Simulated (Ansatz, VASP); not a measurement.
## NaZnCl3 in VASP and in Ansatz

```xyz
5
Lattice="5.0524 0.0000 0.0000 0.0000 5.0524 0.0000 0.0000 0.0000 5.0524" Properties=species:S:1:pos:R:3 pbc="T T T"
Na    0.0000    0.0000    0.0000
Zn    2.5262    2.5262    2.5262
Cl    2.5262    2.5262    0.0000
Cl    2.5262    0.0000    2.5262
Cl    0.0000    2.5262    2.5262
```

Change from the starting cell: hydrostatic strain +4.0%.

Alike in both runs: task single point; functional r2SCAN; k mesh 6 × 6 × 6; no spin polarisation.

```csv
,VASP,Ansatz
version,VASP 6.6.1,Ansatz 0.2.0
potentials or method,"VASP PAW PBE potentials, release 64 (Na_pv, Zn, Cl)","plane waves, PAW"
plane-wave cutoff (eV),520,500
occupations,"gaussian, width 0.01 eV",fixed
valence electrons in the cell,40,42
```

|  | VASP | Ansatz | Ansatz less VASP |
| --- | --- | --- | --- |
| gap on the k mesh at the Fermi level (eV) | 1.94 | 1.94 | -0.002 |
| pressure (GPa) | -3.8 | -3.8 | +0.04 |

VASP's potentials were made for PBE, not for r2SCAN. VASP's potentials hold 40 valence electrons a cell and Ansatz's 42, so a difference there can come from the potentials and not from the codes.
